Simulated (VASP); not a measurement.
# PtSe (zincblende type) (F-43m) in VASP: a series of runs, part 2 of 2

VASP 6.6.1. Earlier steps stand in the parts before.

## (3) Density of states, PBEsol (volume scaled by 0.68)

Input file POSCAR:

```
PtSe
1.0
    0.0000000000      2.4684015290      2.4684015290
    2.4684015290      0.0000000000      2.4684015290
    2.4684015290      2.4684015290      0.0000000000
Pt Se
1 1
Direct
    0.0000000000      0.0000000000      0.0000000000
    0.2500000000      0.2500000000      0.2500000000
```

Input file INCAR.step1:

```
ALGO = Normal
EDIFF = 1E-6
ENCUT = 520
GGA = PS
ISIF = 2
ISMEAR = -1
LASPH = True
LCHARG = True
LMAXMIX = 4
LREAL = False
LWAVE = False
NBANDS = 15
NELM = 100
PREC = Accurate
SIGMA = 0.1
```

Input file KPOINTS.step1:

```
k-points
0
Gamma
  13 13 13
```

Input file INCAR.step2:

```
ALGO = Normal
EDIFF = 1E-6
ENCUT = 520
GGA = PS
ICHARG = 11
ISIF = 2
ISMEAR = -5
LASPH = True
LCHARG = False
LMAXMIX = 4
LORBIT = 10
LREAL = False
LWAVE = False
NEDOS = 2001
NELM = 100
PREC = Accurate
SIGMA = 0.1
```

Input file KPOINTS.step2:

```
k-points
0
Gamma
  20 20 20
```

Potentials or basis: VASP PAW PBE potentials, release 64 (Pt, Se).

Launch:

```sh
$ cat potpaw_PBE.64/Pt/POTCAR potpaw_PBE.64/Se/POTCAR > POTCAR
$ cp INCAR.step1 INCAR
$ cp KPOINTS.step1 KPOINTS
$ mpirun -np 1 vasp_std > vasp.out
$ cp INCAR.step2 INCAR
$ cp KPOINTS.step2 KPOINTS
$ mpirun -np 1 vasp_std > vasp.out
```

OUTCAR:

```text
EDIFF = 1E-6
   ENCUT = 520
   GGA = PS
   ICHARG = 11
   ISIF = 2
   ISMEAR = -5
   LASPH = True
   LORBIT = 10
   LREAL = False
   NELM = 100
   PREC = Accurate

 ion  position               nearest neighbor table
   1  0.000  0.000  0.000-   2 2.14   2 2.14   2 2.14   2 2.14
   2  0.250  0.250  0.250-   1 2.14   1 2.14   1 2.14   1 2.14

  LATTYP: Found a face centered cubic cell.
 ALAT       =     4.9368030580

  Lattice vectors:

 A1 = (   0.0000000000,   2.4684015290,   2.4684015290)
 A2 = (   2.4684015290,   0.0000000000,   2.4684015290)
 A3 = (   2.4684015290,   2.4684015290,   0.0000000000)

Analysis of symmetry for initial positions (statically):
=====================================================================
 Subroutine PRICEL returns:
 Original cell was already a primitive cell.

 Routine SETGRP: Setting up the symmetry group for a
 face centered cubic supercell.

 Subroutine GETGRP returns: Found 24 space group operations
 (whereof 24 operations were pure point group operations)
 out of a pool of 48 trial point group operations.

The static configuration has the point symmetry T_d .

Analysis of symmetry for dynamics (positions and initial velocities):
=====================================================================
 Subroutine PRICEL returns:
 Original cell was already a primitive cell.

 Routine SETGRP: Setting up the symmetry group for a
 face centered cubic supercell.

 Subroutine GETGRP returns: Found 24 space group operations
 (whereof 24 operations were pure point group operations)
 out of a pool of 48 trial point group operations.

The dynamic configuration has the point symmetry T_d .

 Subroutine INISYM returns: Found 24 space group operations
 (whereof 24 operations are pure point group operations),
 and found     1 'primitive' translations

----------------------------------------------------------------------------------------

                                     Primitive cell

  volume of cell :      30.0800

  direct lattice vectors                    reciprocal lattice vectors
     0.000000000  2.468401529  2.468401529    -0.202560238  0.202560238  0.202560238
     2.468401529  0.000000000  2.468401529     0.202560238 -0.202560238  0.202560238
     2.468401529  2.468401529  0.000000000     0.202560238  0.202560238 -0.202560238

  length of vectors
     3.490846920  3.490846920  3.490846920     0.350844623  0.350844623  0.350844623

  position of ions in fractional coordinates (direct lattice)
     0.000000000  0.000000000  0.000000000
     0.250000000  0.250000000  0.250000000

  ion indices of the primitive-cell ions
   primitive index   ion index
                 1           1
                 2           2

----------------------------------------------------------------------------------------

 KPOINTS: k-points

Automatic generation of k-mesh.
 Grid dimensions read from file:
 generate k-points for:   20   20   20

 Generating k-lattice:

  Cartesian coordinates                     Fractional coordinates (reciprocal lattice)
[... 47 lines left out ...]
   dimension x,y,z NGX =    28 NGY =   28 NGZ =   28
   dimension x,y,z NGXF=    56 NGYF=   56 NGZF=   56
   ions per type =               1   1
   NGX,Y,Z   is equivalent  to a cutoff of  13.33, 13.33, 13.33 a.u.
   NGXF,Y,Z  is equivalent  to a cutoff of  26.67, 26.67, 26.67 a.u.
 SYSTEM =  unknown system
   PREC   = accura    normal or accurate (medium, high low for compatibility)
   ISTART =      0    job   : 0-new  1-cont  2-samecut
   ICHARG =     11    charge: 1-file 2-atom 10-const
   ISPIN  =      1    spin polarized calculation?
   LNONCOLLINEAR =      F non collinear calculations
   LSORBIT =      F    spin-orbit coupling
   LASPH  =      T    aspherical Exc in radial PAW
   ENCUT  =  520.0 eV  38.22 Ry    6.18 a.u.   6.49  6.49  6.49*2*pi/ulx,y,z
   NELM   =    100;   NELMIN=  2; NELMDL=  0     # of ELM steps
   EDIFF  = 0.1E-05   stopping-criterion for ELM
   LREAL  =      F    real-space projection
   EDIFFG = 0.1E-04   stopping-criterion for IOM
   NSW    =      0    number of steps for IOM
   IBRION =     -1    ionic relax: 0-MD 1-quasi-New 2-CG
   NFREE  =      0    steps in history (QN), initial steepest desc. (CG)
   ISIF   =      2    stress and relaxation
   ISYM   =      2    0-nonsym 1-usesym 2-fastsym
   POTIM  = 0.5000    time-step for ionic-motion
   TEBEG  =    0.0;   TEEND  =   0.0 temperature during run
   PSTRESS=    0.0 pullay stress
   NELECT =      16.0000    total number of electrons
   NUPDOWN=      -1.0000    fix difference up-down
   EMIN   =  10.00;   EMAX   =-10.00  energy-range for DOS
   EFERMI =   0.00;   METHOD = LEGACY
   ISMEAR =    -5;   SIGMA  =   0.10  broadening in eV -4-tet -1-fermi 0-gaus
   EFERMI_NEDOS =   21; number of points for ismear=-14 and -15
   IALGO  =     38    algorithm
   IMIX   =      4    mixing-type and parameters
     AMIX     =   0.40;   BMIX     =  1.00
     AMIX_MAG =   1.60;   BMIX_MAG =  1.00
  volume/ion in A,a.u.               =      15.04       101.49
  Fermi-wavevector in a.u.,A,eV,Ry     =   1.326444  2.506616 23.938832  1.759454
  Thomas-Fermi vector in A             =   2.455831
   LORBIT       =     10    0 simple, 1 ext, 2 COOP (PROOUT), +10 PAW based schemes
   GGA     = PS    functional components
   LHFCALC =     F    Hartree Fock is set to
   AEXX    =    0.0000 exact exchange contribution
   IVDW    =     0    specifies the selected vdW correction
   LEPSILON=     F    determine dielectric tensor
   LRPA    =     F    only Hartree local field effects (RPA)
 non-spin polarized calculation
 Fermi weights with tetrahedron method with Bloechl corrections
  energy-cutoff  :      520.00
  volume of cell :       30.08
 maximum number of plane-waves:       869
 NGX is ok and might be reduce to    28

 number of electron      15.9999999 magnetization

 Free energy of the ion-electron system (eV)
  ---------------------------------------------------
  ext. energy  EPLUGINS =         0.00000000
  ---------------------------------------------------
  free energy    TOTEN  =        -7.20827309 eV

  energy without entropy =       -7.20827309  energy(sigma->0) =       -7.20827309

 E-fermi :  11.3800     XC(G=0): -12.4612

 val. band max:       11.4324068406   @ k =   0.3000   0.2000   0.1000
 cond. band min:      11.3641277243   @ k =  -0.4500   0.2000   0.0000
 fundamental gap:     -0.0682791163
 Fermi energy:        11.3799922933

 k-point     1 :       0.0000    0.0000    0.0000
  band No.  band energies     occupation
      1      -7.1802      2.00000
      2       2.2173      2.00000
      3       2.2173      2.00000
      4       2.2173      2.00000
      5       6.0274      2.00000
      6       6.0274      2.00000
      7      12.9094      0.00000
      8      15.3505      0.00000
      9      15.3505      0.00000
     10      15.3505      0.00000
     11      18.7167      0.00000
     12      18.7167      0.00000
[... 331 lines left out ...]
 k-point    24 :      -0.3500    0.0500    0.0000
  band No.  band energies     occupation
      1      -5.8735      2.00000
      2       1.8427      2.00000
      3       2.7380      2.00000
      4       2.7557      2.00000
      5       6.0712      2.00000
      6       6.3116      2.00000
      7       8.2203      2.00000
      8      12.3736      0.00000
      9      13.0221      0.00000
     10      14.8973      0.00000
     11      19.6944      0.00000
     12      20.3056      0.00000

 [... further k-points ...]

------------------------ aborting loop because EDIFF is reached ----------------------------------------

  FORCE on cell =-STRESS in cart. coord.  units (eV):
  Direction    XX          YY          ZZ          XY          YZ          ZX
  --------------------------------------------------------------------------------------
  -------------------------------------------------------------------------------------
  Total       21.5016845     21.5016845     21.5016845      0.0000000      0.0000000     -0.0000000
  in kB     1145.2641104   1145.2641104   1145.2641104      0.0000000      0.0000000     -0.0000000
  external PRESSURE =    1145.2641104 kB  Pullay stress =       0.0000000 kB

 VOLUME and BASIS-vectors are now :
 -----------------------------------------------------------------------------
  energy-cutoff  :      520.00
  volume of cell :       30.08
      direct lattice vectors                 reciprocal lattice vectors
     0.000000000  2.468401529  2.468401529    -0.202560238  0.202560238  0.202560238
     2.468401529  0.000000000  2.468401529     0.202560238 -0.202560238  0.202560238
     2.468401529  2.468401529  0.000000000     0.202560238  0.202560238 -0.202560238

 POSITION                                       TOTAL-FORCE (eV/Angst)
 -----------------------------------------------------------------------------------
      0.00000      0.00000      0.00000         0.000000      0.000000      0.000000
      1.23420      1.23420      1.23420        -0.000000     -0.000000     -0.000000
 -----------------------------------------------------------------------------------
    total drift:                               -0.000000     -0.000000     -0.000000

  FREE ENERGIE OF THE ION-ELECTRON SYSTEM (eV)
  ---------------------------------------------------
  free  energy   TOTEN  =        -7.2082730920 eV

  energy  without entropy=       -7.2082730920  energy(sigma->0) =       -7.20827309

 total charge

# of ion       s       p       d       tot
------------------------------------------
    1        0.913   1.105   8.606  10.624
    2        1.450   2.564   0.351   4.365
--------------------------------------------------
tot          2.363   3.668   8.957  14.988
```

OUTCAR.step1:

```text
EDIFF = 1E-6
   ENCUT = 520
   GGA = PS
   ISIF = 2
   ISMEAR = -1
[... 653 lines left out ...]
 -----------------------------------------------------------------------------------
      0.00000      0.00000      0.00000        -0.000000     -0.000000     -0.000000
      1.23420      1.23420      1.23420         0.000000      0.000000      0.000000
 -----------------------------------------------------------------------------------
    total drift:                               -0.000000     -0.000000     -0.000000

  FREE ENERGIE OF THE ION-ELECTRON SYSTEM (eV)
  ---------------------------------------------------
  free  energy   TOTEN  =        -7.2257418171 eV

  energy  without entropy=       -7.1916974238  energy(sigma->0) =       -7.20871962
```

Wall time 44 s (1 thread of Intel Xeon 6975P-C (Granite Rapids), shared host); peak memory 0.24 GiB.

What came out:

* Valence electrons inside the program's atomic spheres: Pt 10.62; Se 4.37

Levels at points of the mesh, in eV from the Fermi level:
```tsv
k point	band 6	band 7	band 8	band 9	band 10	band 11
(0.00, 0.00, 0.00)	-5.35	1.53	3.97	3.97	3.97	7.34
(0.50, 0.00, 0.00)	-4.95	-4.42	0.74	0.74	3.19	9.20
(0.50, 0.50, 0.00)	-4.50	-4.11	-2.71	-2.71	6.06	6.11
```

Caveat: the cell differs from its parent crystal (volume scaled by 0.68); the PAW data sets were made with another functional, which shifts forces and pressure a little; spin-orbit coupling is left out, which moves the levels of the heavy elements; tetrahedron occupations give inexact forces and stress in metals.

## (4) Density of states, PBEsol

This run uses another cell than the first one, of 22.12 Å³/atom, 1.471 times its volume.

Input file POSCAR:

```
PtSe
1.0
    0.0000000000      2.8070242801      2.8070242801
    2.8070242801      0.0000000000      2.8070242801
    2.8070242801      2.8070242801      0.0000000000
Pt Se
1 1
Direct
    0.0000000000      0.0000000000      0.0000000000
    0.2500000000      0.2500000000      0.2500000000
```

Input file INCAR.step1:

```
SYSTEM = PtSe
ALGO = Normal
EDIFF = 1E-7
ENCUT = 520
GGA = PS
ISIF = 2
ISMEAR = -1
LASPH = .True.
LCHARG = .True.
LMAXMIX = 4
LREAL = .False.
LWAVE = .False.
NBANDS = 15
NELM = 80
PREC = Accurate
SIGMA = 0.1
```

Input file KPOINTS.step1:

```
k-points
0
Gamma
  13 13 13
  0 0 0
```

Input file INCAR.step2:

```
SYSTEM = PtSe
ALGO = Normal
EDIFF = 1E-7
ENCUT = 520
GGA = PS
ICHARG = 11
ISIF = 2
ISMEAR = -5
LASPH = .True.
LCHARG = .False.
LMAXMIX = 4
LORBIT = 11
LREAL = .False.
LWAVE = .False.
NBANDS = 15
NEDOS = 2001
NELM = 80
PREC = Accurate
SIGMA = 0.1
```

Input file KPOINTS.step2:

```
k-points
0
Gamma
  20 20 20
  0 0 0
```

Launch:

```sh
$ cat potpaw_PBE.64/Pt/POTCAR potpaw_PBE.64/Se/POTCAR > POTCAR
$ cp INCAR.step1 INCAR
$ cp KPOINTS.step1 KPOINTS
$ mpirun -np 1 vasp_std > vasp.out
$ cp INCAR.step2 INCAR
$ cp KPOINTS.step2 KPOINTS
$ mpirun -np 1 vasp_std > vasp.out
```

It took 72 s on 1 thread of Intel Xeon 6975P-C (Granite Rapids), shared host; peak memory 0.31 GiB.

The run converged. Its results:

```yaml
Valence_electrons_inside_the_program's_atomic_spheres: Pt 9.37; Se 3.80
```

Levels at points of the mesh, in eV from the Fermi level:
```csv
k point,band 6,band 7,band 8,band 9,band 10,band 11
"(0.00, 0.00, 0.00)",-3.03,0.74,2.47,2.47,2.47,6.69
"(0.50, 0.00, 0.00)",-2.85,-2.63,0.64,0.64,2.82,7.94
"(0.50, 0.50, 0.00)",-2.60,-2.60,-1.40,-1.40,4.54,5.21
```

Caveat: the PAW data sets were made with another functional, which shifts forces and pressure a little; spin-orbit coupling is left out, which moves the levels of the heavy elements; tetrahedron occupations give inexact forces and stress in metals.
